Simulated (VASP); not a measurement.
# Fe (Im-3m) in VASP: further runs, part 2 of 2

VASP 6.6.1. Earlier steps stand in the parts before.

## (4) Single point, r2SCAN

This run uses another cell than the first one, of 10.30 Å³/atom, 1.032 times its volume.

Input file POSCAR:

```
Fe
1.0
   -1.3704831148      1.3704831148      1.3704831148
    1.3704831148     -1.3704831148      1.3704831148
    1.3704831148      1.3704831148     -1.3704831148
Fe
1
Direct
    0.0000000000      0.0000000000      0.0000000000
```

Input file INCAR.step1:

```
PREC     = Accurate       # precision mode
ENCUT    = 520            # plane-wave cutoff, eV
ISMEAR   = -1             # smearing method
SIGMA    = 0.1            # smearing width, eV
LREAL    = F              # projectors in reciprocal space
LASPH    = T              # aspherical terms in the spheres
NELM     = 100            # most SCF steps
NBANDS   = 10             # bands
GGA      = PE             # functional
ALGO     = Normal         # electronic algorithm
EDIFF    = 1E-4           # SCF threshold, eV
LWAVE    = T              # write WAVECAR
LCHARG   = F              # write CHGCAR
```

Input file INCAR.step2:

```
PREC     = Accurate       # precision mode
ENCUT    = 520            # plane-wave cutoff, eV
EDIFF    = 1E-7           # SCF threshold, eV
ISMEAR   = -1             # smearing method
SIGMA    = 0.1            # smearing width, eV
LREAL    = F              # projectors in reciprocal space
LASPH    = T              # aspherical terms in the spheres
NELM     = 100            # most SCF steps
ALGO     = Normal         # electronic algorithm
ISIF     = 2              # what is computed and relaxed
LWAVE    = F              # write WAVECAR
LCHARG   = F              # write CHGCAR
METAGGA  = R2SCAN         # meta-GGA
LMIXTAU  = T            
NBANDS   = 10             # bands
ISTART   = 1
```

Input file KPOINTS:

```
regular mesh
0
Gamma
  17 17 17
```

Potentials or basis: VASP PAW PBE potentials, release 64 (Fe).

The run is started by

```sh
$ cat potpaw_PBE.64/Fe/POTCAR > POTCAR
$ cp INCAR.step1 INCAR
$ mpirun -np 1 vasp_std > vasp.out
$ cp INCAR.step2 INCAR
$ mpirun -np 1 vasp_std > vasp.out
```

OUTCAR:

```text
PREC = Accurate
   ENCUT = 520
   EDIFF = 1E-7
   ISMEAR = -1
   LREAL = F
   LASPH = T
   NELM = 100
   ISIF = 2
   METAGGA = R2SCAN
   ISTART = 1

 ion  position               nearest neighbor table
   1  0.000  0.000  0.000-

  LATTYP: Found a body centered cubic cell.
 ALAT       =     2.7409662296

  Lattice vectors:

 A1 = (  -1.3704831148,   1.3704831148,   1.3704831148)
 A2 = (   1.3704831148,  -1.3704831148,   1.3704831148)
 A3 = (   1.3704831148,   1.3704831148,  -1.3704831148)

Analysis of symmetry for initial positions (statically):
=====================================================================
 Subroutine PRICEL returns:
 Original cell was already a primitive cell.

 Routine SETGRP: Setting up the symmetry group for a
 body centered cubic supercell.

 Subroutine GETGRP returns: Found 48 space group operations
 (whereof 48 operations were pure point group operations)
 out of a pool of 48 trial point group operations.

The static configuration has the point symmetry O_h .

Analysis of symmetry for dynamics (positions and initial velocities):
=====================================================================
 Subroutine PRICEL returns:
 Original cell was already a primitive cell.

 Routine SETGRP: Setting up the symmetry group for a
 body centered cubic supercell.

 Subroutine GETGRP returns: Found 48 space group operations
 (whereof 48 operations were pure point group operations)
 out of a pool of 48 trial point group operations.

The dynamic configuration has the point symmetry O_h .

 Subroutine INISYM returns: Found 48 space group operations
 (whereof 48 operations are pure point group operations),
 and found     1 'primitive' translations

----------------------------------------------------------------------------------------
[... 107 lines left out ...]
   EFERMI_NEDOS =   21; number of points for ismear=-14 and -15
   IALGO  =     38    algorithm
   IMIX   =      4    mixing-type and parameters
     AMIX     =   0.40;   BMIX     =  1.00
     AMIX_MAG =   1.60;   BMIX_MAG =  1.00
  volume/ion in A,a.u.               =      10.30        69.48
  Fermi-wavevector in a.u.,A,eV,Ry     =   1.505028  2.844090 30.818668  2.265108
  Thomas-Fermi vector in A             =   2.615930
   LORBIT       =      0    0 simple, 1 ext, 2 COOP (PROOUT), +10 PAW based schemes
   METAGGA = R2SCAN    functional components
   LHFCALC =     F    Hartree Fock is set to
   AEXX    =    0.0000 exact exchange contribution
   IVDW    =     0    specifies the selected vdW correction
   LEPSILON=     F    determine dielectric tensor
   LRPA    =     F    only Hartree local field effects (RPA)
 non-spin polarized calculation
  energy-cutoff  :      520.00
  volume of cell :       10.30
 maximum number of plane-waves:       285
 NGX is ok and might be reduce to    18
   NGX =  9   NGY =  9   NGZ =  9

 number of electron       7.9999991 magnetization

 Free energy of the ion-electron system (eV)
  ---------------------------------------------------
  ext. energy  EPLUGINS =         0.00000000
  ---------------------------------------------------
  free energy    TOTEN  =       -13.34528502 eV

  energy without entropy =      -13.25075141  energy(sigma->0) =      -13.29801821

 E-fermi :   6.8303     XC(G=0): -14.9549

 val. band max:        6.8282658502   @ k =   0.3529   0.1176   0.0588
 cond. band min:       6.8355647128   @ k =   0.0000   0.0000   0.0000
 fundamental gap:      0.0072988626
 Fermi energy:         6.8303334354

 k-point     1 :       0.0000    0.0000    0.0000
  band No.  band energies     occupation
      1      -2.6925      2.00000
      2       4.8522      2.00000
      3       4.8522      2.00000
      4       4.8522      2.00000
      5       6.8356      0.97385
      6       6.8356      0.97384
      7      33.8797      0.00000
      8      33.8797      0.00000
      9      33.8797      0.00000
     10      39.8776      0.00000
[... 287 lines left out ...]
 k-point    24 :       0.1765    0.1765    0.0000
  band No.  band energies     occupation
      1       0.9227      2.00000
      2       4.0270      2.00000
      3       4.1492      2.00000
      4       6.3767      1.97879
      5       7.0392      0.22032
      6       7.4173      0.00563
      7      23.8891      0.00000
      8      25.2121      0.00000
      9      31.4478      0.00000
     10      34.9826      0.00000

 [... further k-points ...]
[... 5 lines left out ...]
  --------------------------------------------------------------------------------------
  -------------------------------------------------------------------------------------
  Total       -0.1773042     -0.1773042     -0.1773042      0.0000000      0.0000000      0.0000000
  in kB      -27.5898023    -27.5898023    -27.5898023      0.0000000      0.0000000      0.0000000
  external PRESSURE =     -27.5898023 kB  Pullay stress =       0.0000000 kB

 VOLUME and BASIS-vectors are now :
 -----------------------------------------------------------------------------
  energy-cutoff  :      520.00
  volume of cell :       10.30
      direct lattice vectors                 reciprocal lattice vectors
    -1.370483115  1.370483115  1.370483115     0.000000000  0.364834849  0.364834849
     1.370483115 -1.370483115  1.370483115     0.364834849  0.000000000  0.364834849
     1.370483115  1.370483115 -1.370483115     0.364834849  0.364834849  0.000000000

 POSITION                                       TOTAL-FORCE (eV/Angst)
 -----------------------------------------------------------------------------------
      0.00000      0.00000      0.00000         0.000000     -0.000000     -0.000000
 -----------------------------------------------------------------------------------
    total drift:                                0.000000     -0.000000      0.000000

  FREE ENERGIE OF THE ION-ELECTRON SYSTEM (eV)
  ---------------------------------------------------
  free  energy   TOTEN  =       -13.3452850161 eV

  energy  without entropy=      -13.2507514059  energy(sigma->0) =      -13.29801821
```

OUTCAR.step1:

```text
PREC = Accurate
   ENCUT = 520
   ISMEAR = -1
   LREAL = F
   LASPH = T
   NELM = 100
[... 526 lines left out ...]

 POSITION                                       TOTAL-FORCE (eV/Angst)
 -----------------------------------------------------------------------------------
      0.00000      0.00000      0.00000        -0.000000      0.000000     -0.000000
 -----------------------------------------------------------------------------------
    total drift:                                0.000000     -0.000000      0.000000

  FREE ENERGIE OF THE ION-ELECTRON SYSTEM (eV)
  ---------------------------------------------------
  free  energy   TOTEN  =        -7.8141238684 eV

  energy  without entropy=       -7.7100227504  energy(sigma->0) =       -7.76207331
```

Run time: 2.6 min. Hardware: 1 thread of AMD EPYC 7R13, shared host; peak memory 0.1 GiB.

Results:

```yaml
Free_energy: -13.3453 eV
Pressure: -2.8 GPa
Band_gap_on_the_k_mesh: zero (band 4 reaches 7.76 eV, above the bottom of band 5 at 5.65 eV)
```

Caveat: the PAW data sets were made with another functional, which shifts forces and pressure a little; the run has no spin polarisation, though such a crystal can be magnetic. Spin polarisation is off, so any magnetic state and its effect on volume and gap are missing.
